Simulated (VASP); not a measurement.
# MgO (P1) in VASP: further runs

The runs below take MgO through single point, with r2SCAN.

All numbers are computed with VASP 6.6.1; they aren't measurements. Logs are shortened: lines on timing, memory, paths and dates and some standing lists are left out, and cuts for length are marked.

### 1 The cell of the first run

The typed cell holds 4 atoms: a = 3.486 Å, b = 3.486 Å, c = 4.178 Å, α = 90.00°, β = 90.00°, γ = 120.00°.

### 2 Single point, r2SCAN (all Mg atoms moved -0.100 Å, as atom 1 along Cartesian [1 1 1])

Input file POSCAR:

```
MgO
1.0
    3.4863778627      0.0000000000      0.0000000000
   -1.7431889314      3.0192917963      0.0000000000
    0.0000000000      0.0000000000      4.1780412200
Mg O
2 2
Direct
    0.6405454704      0.3142112905      0.7361813171
    0.3072121371      0.6475446239      0.2361813171
    0.6666666667      0.3333333333      0.2500000000
    0.3333333333      0.6666666667      0.7500000000
```

Input file INCAR.step1:

```
SYSTEM = MgO
  PREC = Accurate
  ENCUT = 520
  ISMEAR = 1
  SIGMA = 0.02
  LREAL = .FALSE.
  LASPH = .TRUE.
  NELM = 60
  NBANDS = 16
  GGA = PE
  ALGO = Normal
  EDIFF = 1E-4
  LWAVE = .TRUE.
  LCHARG = .FALSE.
```

Input file INCAR.step2:

```
SYSTEM = MgO
  PREC = Accurate
  ENCUT = 520
  EDIFF = 1E-6
  ISMEAR = 1
  SIGMA = 0.02
  LREAL = .FALSE.
  LASPH = .TRUE.
  NELM = 60
  ALGO = Normal
  ISIF = 2
  LWAVE = .FALSE.
  LCHARG = .FALSE.
  METAGGA = R2SCAN
  LMIXTAU = .TRUE.
  NBANDS = 16
  ISTART = 1
```

Input file KPOINTS:

```
Automatic mesh
0
G
  6 6 6
  0 0 0
```

Potentials or basis: VASP PAW PBE potentials, release 64 (Mg, O).

Command:

```bash
$ cat potpaw_PBE.64/Mg/POTCAR potpaw_PBE.64/O/POTCAR > POTCAR
$ cp INCAR.step1 INCAR
$ mpirun -np 1 vasp_std > vasp.out
$ cp INCAR.step2 INCAR
$ mpirun -np 1 vasp_std > vasp.out
```

OUTCAR:

```text
SYSTEM = MgO
   PREC = Accurate
   ENCUT = 520
   EDIFF = 1E-6
   ISMEAR = 1
   LREAL = .FALSE.
   LASPH = .TRUE.
   NELM = 60
   ISIF = 2
   METAGGA = R2SCAN
   ISTART = 1

 ion  position               nearest neighbor table
   1  0.641  0.314  0.736-   4 1.96   4 1.99   3 2.03   4 2.09   3 2.15   2 2.90   2 2.90   2 2.90
                             2 2.90   2 2.90   2 2.90
   2  0.307  0.648  0.236-   3 1.93   4 2.03   3 2.04   3 2.07   4 2.15   1 2.90   1 2.90   1 2.90
                             1 2.90   1 2.90   1 2.90
   3  0.667  0.333  0.250-   2 1.93   1 2.03   2 2.04   2 2.07   1 2.15
   4  0.333  0.667  0.750-   1 1.96   1 1.99   2 2.03   1 2.09   2 2.15

  LATTYP: Found a hexagonal cell.
 ALAT       =     3.4863778627
 C/A-ratio  =     1.1983902447

  Lattice vectors:

 A1 = (   3.4863778627,   0.0000000000,   0.0000000000)
 A2 = (  -1.7431889314,   3.0192917963,   0.0000000000)
 A3 = (   0.0000000000,   0.0000000000,   4.1780412200)

Analysis of symmetry for initial positions (statically):
=====================================================================
 Subroutine PRICEL returns:
 Original cell was already a primitive cell.

 Routine SETGRP: Setting up the symmetry group for a
 hexagonal supercell.

 Subroutine GETGRP returns: Found  1 space group operations
 (whereof  1 operations were pure point group operations)
 out of a pool of 24 trial point group operations.

The static configuration has the point symmetry C_1 .

Analysis of symmetry for dynamics (positions and initial velocities):
=====================================================================
 Subroutine PRICEL returns:
 Original cell was already a primitive cell.

 Routine SETGRP: Setting up the symmetry group for a
 hexagonal supercell.

 Subroutine GETGRP returns: Found  1 space group operations
 (whereof  1 operations were pure point group operations)
 out of a pool of 24 trial point group operations.

The dynamic configuration has the point symmetry C_1 .

 Subroutine INISYM returns: Found  1 space group operations
 (whereof  1 operations are pure point group operations),
 and found     1 'primitive' translations

----------------------------------------------------------------------------------------

                                     Primitive cell

  volume of cell :      43.9797

  direct lattice vectors                    reciprocal lattice vectors
     3.486377863  0.000000000  0.000000000     0.286830642  0.165601748  0.000000000
    -1.743188931  3.019291796  0.000000000     0.000000000  0.331203497  0.000000000
     0.000000000  0.000000000  4.178041220     0.000000000  0.000000000  0.239346609

  length of vectors
     3.486377863  3.486377863  4.178041220     0.331203497  0.331203497  0.239346609

  position of ions in fractional coordinates (direct lattice)
     0.640545470  0.314211290  0.736181317
     0.307212137  0.647544624  0.236181317
     0.666666667  0.333333333  0.250000000
     0.333333333  0.666666667  0.750000000

  ion indices of the primitive-cell ions
   primitive index   ion index
                 1           1
                 2           2
                 3           3
                 4           4

----------------------------------------------------------------------------------------

 KPOINTS: Automatic mesh

Automatic generation of k-mesh.
 Grid dimensions read from file:
 generate k-points for:    6    6    6

 Generating k-lattice:

  Cartesian coordinates                     Fractional coordinates (reciprocal lattice)
     0.047805107  0.027600291  0.000000000     0.166666667  0.000000000  0.000000000
     0.000000000  0.055200583  0.000000000     0.000000000  0.166666667  0.000000000
     0.000000000  0.000000000  0.039891102     0.000000000  0.000000000  0.166666667

  Length of vectors
     0.055200583  0.055200583  0.039891102

  Shift w.r.t. Gamma in fractional coordinates (k-lattice)
     0.000000000  0.000000000  0.000000000

 Subroutine IBZKPT returns following result:
 ===========================================

 Found    112 irreducible k-points:

 Following reciprocal coordinates:
            Coordinates               Weight
  0.000000  0.000000  0.000000      1.000000
  0.166667 -0.000000  0.000000      2.000000
  0.000000  0.166667  0.000000      2.000000
 -0.166667  0.166667  0.000000      2.000000
  0.333333 -0.000000  0.000000      2.000000
  0.000000  0.333333  0.000000      2.000000
[... 16 lines left out ...]
  0.000000  0.166667  0.166667      2.000000
 -0.166667  0.166667  0.166667      2.000000
 [... further k-points ...]
   k-points           NKPTS =    112   k-points in BZ     NKDIM =    112   number of bands    NBANDS=     16
   number of dos      NEDOS =    301   number of ions     NIONS =      4
   total plane-waves  NPLWV =  25088
   dimension x,y,z NGX =    28 NGY =   28 NGZ =   32
   dimension x,y,z NGXF=    56 NGYF=   56 NGZF=   64
   ions per type =               2   2
   NGX,Y,Z   is equivalent  to a cutoff of  13.35, 13.35, 12.73 a.u.
   NGXF,Y,Z  is equivalent  to a cutoff of  26.70, 26.70, 25.47 a.u.
 SYSTEM =  MgO
   PREC   = accura    normal or accurate (medium, high low for compatibility)
   ISTART =      1    job   : 0-new  1-cont  2-samecut
   ICHARG =      0    charge: 1-file 2-atom 10-const
   ISPIN  =      1    spin polarized calculation?
   LNONCOLLINEAR =      F non collinear calculations
   LSORBIT =      F    spin-orbit coupling
   LASPH  =      T    aspherical Exc in radial PAW
   ENCUT  =  520.0 eV  38.22 Ry    6.18 a.u.   6.48  6.48  7.77*2*pi/ulx,y,z
   NELM   =     60;   NELMIN=  2; NELMDL=  0     # of ELM steps
   EDIFF  = 0.1E-05   stopping-criterion for ELM
   LREAL  =      F    real-space projection
   EDIFFG = 0.1E-04   stopping-criterion for IOM
   NSW    =      0    number of steps for IOM
   IBRION =     -1    ionic relax: 0-MD 1-quasi-New 2-CG
   NFREE  =      0    steps in history (QN), initial steepest desc. (CG)
   ISIF   =      2    stress and relaxation
   ISYM   =      2    0-nonsym 1-usesym 2-fastsym
   POTIM  = 0.5000    time-step for ionic-motion
   TEBEG  =    0.0;   TEEND  =   0.0 temperature during run
   PSTRESS=    0.0 pullay stress
   NELECT =      16.0000    total number of electrons
   NUPDOWN=      -1.0000    fix difference up-down
   EMIN   =  10.00;   EMAX   =-10.00  energy-range for DOS
   EFERMI =   0.00;   METHOD = LEGACY
   ISMEAR =     1;   SIGMA  =   0.02  broadening in eV -4-tet -1-fermi 0-gaus
   EFERMI_NEDOS =   21; number of points for ismear=-14 and -15
   IALGO  =     38    algorithm
   IMIX   =      4    mixing-type and parameters
     AMIX     =   0.40;   BMIX     =  1.00
     AMIX_MAG =   1.60;   BMIX_MAG =  1.00
  volume/ion in A,a.u.               =      10.99        74.20
  Fermi-wavevector in a.u.,A,eV,Ry     =   1.168685  2.208494 18.583167  1.365824
  Thomas-Fermi vector in A             =   2.305168
   LORBIT       =      0    0 simple, 1 ext, 2 COOP (PROOUT), +10 PAW based schemes
   METAGGA = R2SCAN    functional components
   LHFCALC =     F    Hartree Fock is set to
   AEXX    =    0.0000 exact exchange contribution
   IVDW    =     0    specifies the selected vdW correction
   LEPSILON=     F    determine dielectric tensor
   LRPA    =     F    only Hartree local field effects (RPA)
 non-spin polarized calculation
 Methfessel and Paxton  Order N= 1 SIGMA  =   0.02
  energy-cutoff  :      520.00
  volume of cell :       43.98
 maximum number of plane-waves:      1204
 NGX is ok and might be reduce to    28
   NGX = 13   NGY = 13   NGZ = 15

 number of electron      15.9999999 magnetization

 Free energy of the ion-electron system (eV)
  ---------------------------------------------------
  ext. energy  EPLUGINS =         0.00000000
  ---------------------------------------------------
  free energy    TOTEN  =       -31.99086788 eV

  energy without entropy =      -31.99086788  energy(sigma->0) =      -31.99086788

 E-fermi :   1.6698     XC(G=0): -10.5596

 val. band max:        1.5815927087   @ k =   0.0000   0.0000   0.0000
 cond. band min:       5.6658788609   @ k =   0.0000   0.0000   0.0000
 fundamental gap:      4.0842861522
 Fermi energy:         1.6698021264

 k-point     1 :       0.0000    0.0000    0.0000
  band No.  band energies     occupation
      1     -16.3005      2.00000
      2     -14.9351      2.00000
      3      -2.0756      2.00000
      4      -0.1795      2.00000
      5      -0.1738      2.00000
      6       0.7647      2.00000
[... 8 lines left out ...]
     15      18.3540      0.00000
     16      18.4085      0.00000

 k-point     2 :       0.1667   -0.0000    0.0000
  band No.  band energies     occupation
      1     -16.1710      2.00000
      2     -14.9610      2.00000
      3      -1.8606      2.00000
      4      -0.6085      2.00000
      5      -0.3717      2.00000
      6       0.2603      2.00000
[... 8 lines left out ...]
     15      17.2993      0.00000
     16      17.5802      0.00000

 k-point     3 :       0.0000    0.1667    0.0000
  band No.  band energies     occupation
      1     -16.1709      2.00000
      2     -14.9609      2.00000
      3      -1.8606      2.00000
      4      -0.6163      2.00000
      5      -0.3628      2.00000
      6       0.2597      2.00000
[... 8 lines left out ...]
     15      17.2886      0.00000
     16      17.5759      0.00000

 k-point     4 :      -0.1667    0.1667    0.0000
  band No.  band energies     occupation
      1     -16.1708      2.00000
      2     -14.9607      2.00000
      3      -1.8605      2.00000
      4      -0.6235      2.00000
      5      -0.3544      2.00000
      6       0.2592      2.00000
[... 8 lines left out ...]
     15      17.2821      0.00000
     16      17.5737      0.00000
[... 324 lines left out ...]
 k-point    22 :       0.1667   -0.0000    0.1667
  band No.  band energies     occupation
      1     -16.0873      2.00000
      2     -15.0375      2.00000
      3      -1.8518      2.00000
      4      -0.4833      2.00000
      5      -0.2985      2.00000
      6       0.0412      2.00000
[... 8 lines left out ...]
     15      17.2156      0.00000
     16      18.0833      0.00000

 k-point    23 :       0.0000    0.1667    0.1667
  band No.  band energies     occupation
      1     -16.0872      2.00000
      2     -15.0373      2.00000
      3      -1.8517      2.00000
      4      -0.4951      2.00000
      5      -0.2846      2.00000
      6       0.0391      2.00000
[... 8 lines left out ...]
     15      17.2516      0.00000
     16      18.0667      0.00000

 k-point    24 :      -0.1667    0.1667    0.1667
  band No.  band energies     occupation
      1     -16.0872      2.00000
      2     -15.0370      2.00000
      3      -1.8514      2.00000
      4      -0.5070      2.00000
      5      -0.2720      2.00000
      6       0.0329      2.00000
[... 8 lines left out ...]
     15      17.2616      0.00000
     16      18.0344      0.00000

 [... further k-points ...]

------------------------ aborting loop because EDIFF is reached ----------------------------------------

  FORCE on cell =-STRESS in cart. coord.  units (eV):
  Direction    XX          YY          ZZ          XY          YZ          ZX
  --------------------------------------------------------------------------------------
  -------------------------------------------------------------------------------------
  Total        0.0325124      0.0293762      0.1164814      0.1036243     -0.0650785     -0.0653829
  in kB        1.1844238      1.0701738      4.2434096      3.7750261     -2.3708050     -2.3818928
  external PRESSURE =       2.1660024 kB  Pullay stress =       0.0000000 kB

 VOLUME and BASIS-vectors are now :
 -----------------------------------------------------------------------------
  energy-cutoff  :      520.00
  volume of cell :       43.98
      direct lattice vectors                 reciprocal lattice vectors
     3.486377863  0.000000000  0.000000000     0.286830642  0.165601748  0.000000000
    -1.743188931  3.019291796  0.000000000     0.000000000  0.331203497  0.000000000
     0.000000000  0.000000000  4.178041220     0.000000000  0.000000000  0.239346609

 POSITION                                       TOTAL-FORCE (eV/Angst)
 -----------------------------------------------------------------------------------
      1.68545      0.94870      3.07580         0.427513      0.533374      0.311087
     -0.05774      1.95513      0.98678         0.634140      0.533457      0.310321
      1.74319      1.00643      1.04451        -0.634863     -0.534092     -0.310247
     -0.00000      2.01286      3.13353        -0.426789     -0.532739     -0.311161
 -----------------------------------------------------------------------------------
    total drift:                               -0.010125      0.023063      0.000176

  FREE ENERGIE OF THE ION-ELECTRON SYSTEM (eV)
  ---------------------------------------------------
  free  energy   TOTEN  =       -31.9908678773 eV

  energy  without entropy=      -31.9908678773  energy(sigma->0) =      -31.99086788
```

Run time: 6.9 min. Hardware: 1 thread of Intel Xeon 8259CL, shared host; peak memory 0.22 GiB.

Results:

| Item | Value |
| --- | --- |
| Free energy | -31.9909 eV |
| Pressure | 0.2 GPa |
| Largest force | 0.886 eV/Å |
| Band gap on the k mesh | 4.08 eV |

Forces in eV/Å, atoms in the order of the input:
```
Mg   0.428  0.533  0.311
Mg   0.634  0.533  0.310
O   -0.635 -0.534 -0.310
O   -0.427 -0.533 -0.311
```

Levels at points of the mesh, in eV from the valence-band top:
| k point | band 6 | band 7 | band 8 | band 9 | band 10 | band 11 |
| --- | --- | --- | --- | --- | --- | --- |
| (0.00, 0.00, 0.00) | -0.82 | -0.82 | 0.00 | 4.08 | 10.37 | 13.19 |
| (0.50, 0.00, 0.00) | -1.95 | -1.29 | -0.53 | 7.66 | 10.02 | 10.65 |
| (0.00, 0.50, 0.00) | -1.95 | -1.29 | -0.53 | 7.66 | 10.01 | 10.64 |
| (0.50, 0.50, 0.00) | -1.95 | -1.29 | -0.53 | 7.66 | 10.00 | 10.63 |
| (0.00, 0.00, 0.50) | -1.37 | -1.23 | -1.23 | 7.14 | 7.14 | 13.79 |
| (0.50, 0.00, 0.50) | -1.47 | -0.84 | -0.79 | 7.99 | 8.08 | 12.86 |
| (0.00, 0.50, 0.50) | -1.50 | -0.83 | -0.80 | 8.00 | 8.06 | 12.90 |
| (0.50, 0.50, 0.50) | -1.53 | -0.82 | -0.81 | 8.02 | 8.04 | 12.96 |

Caveat: the cell differs from its parent crystal (all Mg atoms moved -0.100 Å, as atom 1 along Cartesian [1 1 1]); the PAW data sets were made with another functional, which shifts forces and pressure a little.

(Continued in part 2 of 2.)
